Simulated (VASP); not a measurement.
# WSe2 in VASP: further runs

Runs on WSe2. Level: PBE. Tasks: single point.

Program: VASP 6.6.1. These are calculated values, not measurements. Logs are shortened: lines on timing, memory, paths and dates and some standing lists are left out, and cuts for length are marked.

## (1) The cell of the first run

The cell holds a slab with vacuum, 9 atoms: a = 3.321 Å, b = 3.321 Å, c = 31.021 Å, α = 90.00°, β = 90.00°, γ = 120.00°.

## (2) Single point, PBE (atom 5 (Se) moved -0.450 Å along Cartesian [1 1 0])

File INCAR:

```
SYSTEM = WSe2
PREC     = Accurate       ! precision mode
ENCUT    = 520            ! plane-wave cutoff, eV
EDIFF    = 1E-6           ! SCF threshold, eV
ISMEAR   = 0              ! smearing method
SIGMA    = 0.05           ! smearing width, eV
LREAL    = .FALSE.        ! projectors in reciprocal space
LASPH    = .TRUE.         ! aspherical terms in the spheres
NELM     = 80             ! most SCF steps
ALGO     = Normal         ! electronic algorithm
ISIF     = 2              ! what is computed and relaxed
LWAVE    = .FALSE.        ! write WAVECAR
LCHARG   = .FALSE.        ! write CHGCAR
GGA      = PE             ! functional
NBANDS   = 49             ! bands
```

File KPOINTS:

```
regular mesh
0
G
  12 12 1
  0 0 0
```

File POSCAR:

```
WSe2
1.0
    3.3206078107      0.0000000000      0.0000000000
   -1.6603039053      2.8757307201      0.0000000000
    0.0000000000      0.0000000000     31.0209653925
W Se
3 6
Direct
    0.6666666667      0.3333333333      0.0000000000
    0.3333333333      0.6666666667      0.7543470704
    0.3333333333      0.6666666667      0.2456529296
    0.3333333333      0.6666666667      0.0541018954
    0.5155166933      0.2226838732      0.8084497294
    0.6666666667      0.3333333333      0.2997487775
    0.3333333333      0.6666666667      0.9458981046
    0.6666666667      0.3333333333      0.7002512225
    0.6666666667      0.3333333333      0.1915502706
```

Potentials or basis: VASP PAW PBE potentials, release 64 (W_sv, Se).

Started as:

```console
> cat potpaw_PBE.64/W_sv/POTCAR potpaw_PBE.64/Se/POTCAR > POTCAR
> mpirun -np 1 vasp_std > vasp.out
```

OUTCAR:

```text
SYSTEM = WSe2
   PREC = Accurate
   ENCUT = 520
   EDIFF = 1E-6
   ISMEAR = 0
   LREAL = .FALSE.
   LASPH = .TRUE.
   NELM = 80
   ISIF = 2
   GGA = PE

 ion  position               nearest neighbor table
   1  0.667  0.333  0.000-   4 2.55   7 2.55   4 2.55   7 2.55   4 2.55   7 2.55
   2  0.333  0.667  0.754-   5 2.34   5 2.50   8 2.55   8 2.55   8 2.55   5 2.89
   3  0.333  0.667  0.246-   6 2.55   6 2.55   6 2.55   9 2.55   9 2.55   9 2.55
   4  0.333  0.667  0.054-   1 2.55   1 2.55   1 2.55
   5  0.516  0.223  0.808-   2 2.34   2 2.50   2 2.89
   6  0.667  0.333  0.300-   3 2.55   3 2.55   3 2.55
   7  0.333  0.667  0.946-   1 2.55   1 2.55   1 2.55
   8  0.667  0.333  0.700-   2 2.55   2 2.55   2 2.55
   9  0.667  0.333  0.192-   3 2.55   3 2.55   3 2.55

  LATTYP: Found a hexagonal cell.
 ALAT       =     3.3206078107
 C/A-ratio  =     9.3419539918

  Lattice vectors:

 A1 = (   3.3206078107,   0.0000000000,   0.0000000000)
 A2 = (  -1.6603039053,   2.8757307201,   0.0000000000)
 A3 = (   0.0000000000,   0.0000000000,  31.0209653925)

Analysis of symmetry for initial positions (statically):
=====================================================================
 Subroutine PRICEL returns:
 Original cell was already a primitive cell.

 Routine SETGRP: Setting up the symmetry group for a
 hexagonal supercell.

 Subroutine GETGRP returns: Found  1 space group operations
 (whereof  1 operations were pure point group operations)
 out of a pool of 24 trial point group operations.

The static configuration has the point symmetry C_1 .

Analysis of symmetry for dynamics (positions and initial velocities):
=====================================================================
 Subroutine PRICEL returns:
 Original cell was already a primitive cell.

 Routine SETGRP: Setting up the symmetry group for a
 hexagonal supercell.

 Subroutine GETGRP returns: Found  1 space group operations
 (whereof  1 operations were pure point group operations)
 out of a pool of 24 trial point group operations.

The dynamic configuration has the point symmetry C_1 .

 Subroutine INISYM returns: Found  1 space group operations
 (whereof  1 operations are pure point group operations),
 and found     1 'primitive' translations

----------------------------------------------------------------------------------------

                                     Primitive cell

  volume of cell :     296.2246

  direct lattice vectors                    reciprocal lattice vectors
     3.320607811  0.000000000  0.000000000     0.301149686  0.173868852  0.000000000
    -1.660303905  2.875730720  0.000000000     0.000000000  0.347737705  0.000000000
     0.000000000  0.000000000 31.020965392     0.000000000  0.000000000  0.032236263

  length of vectors
     3.320607811  3.320607811 31.020965392     0.347737705  0.347737705  0.032236263

  position of ions in fractional coordinates (direct lattice)
     0.666666667  0.333333333  0.000000000
     0.333333333  0.666666667  0.754347070
     0.333333333  0.666666667  0.245652930
     0.333333333  0.666666667  0.054101895
     0.515516693  0.222683873  0.808449729
     0.666666667  0.333333333  0.299748777
     0.333333333  0.666666667  0.945898105
     0.666666667  0.333333333  0.700251223
     0.666666667  0.333333333  0.191550271

  ion indices of the primitive-cell ions
   primitive index   ion index
                 1           1
                 2           2
                 3           3
                 4           4
                 5           5
                 6           6
                 7           7
                 8           8
                 9           9

----------------------------------------------------------------------------------------

 KPOINTS: regular mesh

Automatic generation of k-mesh.
 Grid dimensions read from file:
 generate k-points for:   12   12    1

 Generating k-lattice:

  Cartesian coordinates                     Fractional coordinates (reciprocal lattice)
     0.025095807  0.014489071  0.000000000     0.083333333 -0.000000000  0.000000000
     0.000000000  0.028978142  0.000000000     0.000000000  0.083333333  0.000000000
     0.000000000  0.000000000  0.032236263     0.000000000  0.000000000  1.000000000

  Length of vectors
     0.028978142  0.028978142  0.032236263

  Shift w.r.t. Gamma in fractional coordinates (k-lattice)
     0.000000000  0.000000000  0.000000000

 Subroutine IBZKPT returns following result:
 ===========================================

 Found     74 irreducible k-points:

 Following reciprocal coordinates:
            Coordinates               Weight
  0.000000  0.000000  0.000000      1.000000
  0.083333  0.000000  0.000000      2.000000
  0.000000  0.083333  0.000000      2.000000
 -0.083333  0.083333  0.000000      2.000000
  0.166667  0.000000  0.000000      2.000000
  0.000000  0.166667  0.000000      2.000000
[... 16 lines left out ...]
  0.166667  0.083333  0.000000      2.000000
 -0.083333  0.250000  0.000000      2.000000
 [... further k-points ...]
   k-points           NKPTS =     74   k-points in BZ     NKDIM =     74   number of bands    NBANDS=     49
   number of dos      NEDOS =    301   number of ions     NIONS =      9
   total plane-waves  NPLWV = 188160
   dimension x,y,z NGX =    28 NGY =   28 NGZ =  240
   dimension x,y,z NGXF=    56 NGYF=   56 NGZF=  480
   ions per type =               3   6
   NGX,Y,Z   is equivalent  to a cutoff of  14.02, 14.02, 12.86 a.u.
   NGXF,Y,Z  is equivalent  to a cutoff of  28.04, 28.04, 25.72 a.u.
 SYSTEM =  WSe2
   PREC   = accura    normal or accurate (medium, high low for compatibility)
   ISTART =      0    job   : 0-new  1-cont  2-samecut
   ICHARG =      2    charge: 1-file 2-atom 10-const
   ISPIN  =      1    spin polarized calculation?
   LNONCOLLINEAR =      F non collinear calculations
   LSORBIT =      F    spin-orbit coupling
   LASPH  =      T    aspherical Exc in radial PAW
   ENCUT  =  520.0 eV  38.22 Ry    6.18 a.u.   6.17  6.17 57.68*2*pi/ulx,y,z
   NELM   =     80;   NELMIN=  2; NELMDL= -5     # of ELM steps
   EDIFF  = 0.1E-05   stopping-criterion for ELM
   LREAL  =      F    real-space projection
[... 7 lines left out ...]
   TEBEG  =    0.0;   TEEND  =   0.0 temperature during run
   PSTRESS=    0.0 pullay stress
   NELECT =      78.0000    total number of electrons
   NUPDOWN=      -1.0000    fix difference up-down
   EMIN   =  10.00;   EMAX   =-10.00  energy-range for DOS
   EFERMI =   0.00;   METHOD = LEGACY
   ISMEAR =     0;   SIGMA  =   0.05  broadening in eV -4-tet -1-fermi 0-gaus
   EFERMI_NEDOS =   21; number of points for ismear=-14 and -15
   IALGO  =     38    algorithm
   IMIX   =      4    mixing-type and parameters
     AMIX     =   0.40;   BMIX     =  1.00
     AMIX_MAG =   1.60;   BMIX_MAG =  1.00
  volume/ion in A,a.u.               =      32.91       222.11
  Fermi-wavevector in a.u.,A,eV,Ry     =   1.049299  1.982888 14.980405  1.101029
  Thomas-Fermi vector in A             =   2.184256
   LORBIT       =      0    0 simple, 1 ext, 2 COOP (PROOUT), +10 PAW based schemes
   GGA     = PE    functional components
   LHFCALC =     F    Hartree Fock is set to
   AEXX    =    0.0000 exact exchange contribution
   IVDW    =     0    specifies the selected vdW correction
   LEPSILON=     F    determine dielectric tensor
   LRPA    =     F    only Hartree local field effects (RPA)
 non-spin polarized calculation
 Gauss-broadening in eV      SIGMA  =   0.05
  energy-cutoff  :      520.00
  volume of cell :      296.22
 maximum number of plane-waves:      8016
 NGX is ok and might be reduce to    28
   NGX = 13   NGY = 13   NGZ =115

 number of electron      78.0000006 magnetization

 Free energy of the ion-electron system (eV)
  ---------------------------------------------------
  ext. energy  EPLUGINS =         0.00000000
  ---------------------------------------------------
  free energy    TOTEN  =       -64.14742020 eV

  energy without entropy =      -64.14742020  energy(sigma->0) =      -64.14742020

 E-fermi :   2.2291     XC(G=0):  -7.2433

 val. band max:        1.8566599034   @ k =   0.3333   0.3333   0.0000
 cond. band min:       3.1380284196   @ k =  -0.3333   0.1667   0.0000
 fundamental gap:      1.2813685162
 Fermi energy:         2.2291312350

 k-point     1 :       0.0000    0.0000    0.0000
  band No.  band energies     occupation
      1     -72.3641      2.00000
      2     -72.3631      2.00000
      3     -72.3407      2.00000
      4     -36.6070      2.00000
      5     -36.5831      2.00000
      6     -36.5820      2.00000
[... 41 lines left out ...]
     48       4.7892      0.00000
     49       4.7894      0.00000

 k-point     2 :       0.0833    0.0000    0.0000
  band No.  band energies     occupation
      1     -72.3635      2.00000
      2     -72.3625      2.00000
      3     -72.3401      2.00000
      4     -36.6051      2.00000
      5     -36.5804      2.00000
      6     -36.5794      2.00000
[... 41 lines left out ...]
     48       4.7155      0.00000
     49       4.7907      0.00000

 k-point     3 :       0.0000    0.0833    0.0000
  band No.  band energies     occupation
      1     -72.3635      2.00000
      2     -72.3625      2.00000
      3     -72.3401      2.00000
      4     -36.6045      2.00000
      5     -36.5804      2.00000
      6     -36.5794      2.00000
[... 41 lines left out ...]
     48       4.7907      0.00000
     49       4.7960      0.00000

 k-point     4 :      -0.0833    0.0833    0.0000
  band No.  band energies     occupation
      1     -72.3635      2.00000
      2     -72.3625      2.00000
      3     -72.3401      2.00000
      4     -36.6050      2.00000
      5     -36.5804      2.00000
      6     -36.5794      2.00000
[... 977 lines left out ...]
     48       4.5157      0.00000
     49       5.1118      0.00000

 k-point    23 :       0.1667    0.0833    0.0000
  band No.  band energies     occupation
      1     -72.3605      2.00000
      2     -72.3595      2.00000
      3     -72.3371      2.00000
      4     -36.5962      2.00000
      5     -36.5668      2.00000
      6     -36.5658      2.00000
[... 41 lines left out ...]
     48       4.3348      0.00000
     49       5.5134      0.00000

 k-point    24 :      -0.0833    0.2500    0.0000
  band No.  band energies     occupation
      1     -72.3605      2.00000
      2     -72.3595      2.00000
      3     -72.3370      2.00000
      4     -36.6015      2.00000
      5     -36.5755      2.00000
      6     -36.5668      2.00000
[... 41 lines left out ...]
     48       4.5277      0.00000
     49       5.4355      0.00000

 [... further k-points ...]

------------------------ aborting loop because EDIFF is reached ----------------------------------------

  FORCE on cell =-STRESS in cart. coord.  units (eV):
  Direction    XX          YY          ZZ          XY          YZ          ZX
  --------------------------------------------------------------------------------------
  -------------------------------------------------------------------------------------
  Total        0.1674284      2.2391026      3.3149535     -1.1830072      4.2320630      2.0623919
  in kB        0.9055630     12.1105388     17.9294480     -6.3984804     22.8897786     11.1547711
  external PRESSURE =      10.3151833 kB  Pullay stress =       0.0000000 kB

 VOLUME and BASIS-vectors are now :
 -----------------------------------------------------------------------------
  energy-cutoff  :      520.00
  volume of cell :      296.22
      direct lattice vectors                 reciprocal lattice vectors
     3.320607811  0.000000000  0.000000000     0.301149686  0.173868852  0.000000000
    -1.660303905  2.875730720  0.000000000     0.000000000  0.347737705  0.000000000
     0.000000000  0.000000000 31.020965392     0.000000000  0.000000000  0.032236263

 POSITION                                       TOTAL-FORCE (eV/Angst)
 -----------------------------------------------------------------------------------
      1.66030      0.95858      0.00000        -0.000188     -0.000359     -0.000400
     -0.00000      1.91715     23.40057        -1.787965     -2.661393     -1.568236
     -0.00000      1.91715      7.62039         0.000002      0.000003      0.000201
     -0.00000      1.91715      1.67829        -0.000045      0.000011      0.043951
      1.34211      0.64038     25.07889         1.511077      2.593911      1.692636
      1.66030      0.95858      9.29850         0.000016      0.000014      0.044154
     -0.00000      1.91715     29.34267        -0.000884     -0.000660     -0.043826
      1.66030      0.95858     21.72247         0.277985      0.068473     -0.124675
      1.66030      0.95858      5.94207         0.000001     -0.000001     -0.043806
 -----------------------------------------------------------------------------------
    total drift:                               -0.000009      0.000007     -0.000030

  FREE ENERGIE OF THE ION-ELECTRON SYSTEM (eV)
  ---------------------------------------------------
  free  energy   TOTEN  =       -64.1474201965 eV

  energy  without entropy=      -64.1474201965  energy(sigma->0) =      -64.14742020
```

Wall time 40 min (1 thread of Oxide Virtual Turin-like, shared host); peak memory 0.97 GiB.

Results:

```
Free energy            : -64.1474 eV
Largest force          : 3.569 eV/Å
Band gap on the k mesh : 1.28 eV (least direct gap 1.41 eV)
```

Forces on the atoms (eV/Å):
```
W    0.000  0.000  0.000
W   -1.788 -2.661 -1.568
W    0.000  0.000  0.000
Se   0.000  0.000  0.044
Se   1.511  2.594  1.693
Se   0.000  0.000  0.044
Se  -0.001 -0.001 -0.044
Se   0.278  0.068 -0.125
Se   0.000  0.000 -0.044
```

Caveat: the cell differs from its parent crystal (atom 5 (Se) moved -0.450 Å along Cartesian [1 1 0]); spin-orbit coupling is left out, which moves the levels of the heavy elements.

[end of part 1 of 2]
